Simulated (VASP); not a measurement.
Rh:

```
CELL_PARAMETERS angstrom
0.00000 1.90155 1.90155
1.90155 0.00000 1.90155
1.90155 1.90155 0.00000
ATOMIC_POSITIONS crystal
Rh 0.00000 0.00000 0.00000
```

Base run:

- Program: VASP 6.6.1
- Functional: PBE
- Potentials or basis: VASP PAW PBE potentials, release 64 (Rh_pv)
- Cutoff: 520 eV
- k mesh: 8 × 8 × 8
- Occupations: fermi-dirac, width 0.08 eV
- Spin: no spin polarisation

Its results: pressure 6.9 GPa.

Q: The run is repeated on the same cell with these changes: k mesh from 8 × 8 × 8 to 22 × 22 × 22. What comes out?

A: Pressure 6.0 GPa.
